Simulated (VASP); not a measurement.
Wanted: the native input for a VASP 6.6.1 run.

```yaml
Task: single point
Functional: LDA
Potentials_or_basis: VASP PAW LDA potentials, release 64 (Si)
Cutoff: 520 eV
k_mesh: 24 × 24 × 20
Occupations: gaussian, width 0.15 eV
Spin: no spin polarisation
Dipole_correction: no
Further_INCAR_settings: ALGO = Normal; EDIFF = 1e-07; NBANDS = 8
```

The structure of Si lies in POSCAR:

```
Si
1.0
    2.6205428149      0.0000000000      0.0000000000
   -1.3102714075      2.2694566494      0.0000000000
    0.0000000000      0.0000000000      2.4293590741
Si
1
Direct
    0.0000000000      0.0000000000      0.0000000000
```

This cell differs from its parent crystal: strain +0.000 along x and y, -0.015 along z.

One way to write it, as run:

INCAR

```
PREC = Accurate ; ENCUT = 520
EDIFF = 1E-7 ; ISMEAR = 0
SIGMA = 0.15 ; LREAL = False
LASPH = True ; NELM = 60
ALGO = Normal ; ISIF = 2
LWAVE = False ; LCHARG = True
GGA = CA ; LELF = True
LVHAR = True ; NBANDS = 8
```

KPOINTS

```
regular mesh
0
Gamma
  24 24 20
```

Potentials or basis: VASP PAW LDA potentials, release 64 (Si).

Run with:

```console
$ cat potpaw_LDA.64/Si/POTCAR > POTCAR
$ mpirun -np 1 vasp_std > vasp.out
```

It gave:

```
Pressure               : 1.2 GPa
Band gap on the k mesh : zero (band 2 reaches 17.54 eV, above the bottom of band 3 at 5.19 eV)
```

Caveat: the cell differs from its parent crystal (strain +0.000 along x and y, -0.015 along z).

It took 18 s on 1 thread of Intel(R) Xeon(R) 6975P-C (Granite Rapids) (shared host), peak memory 0.16 GiB.
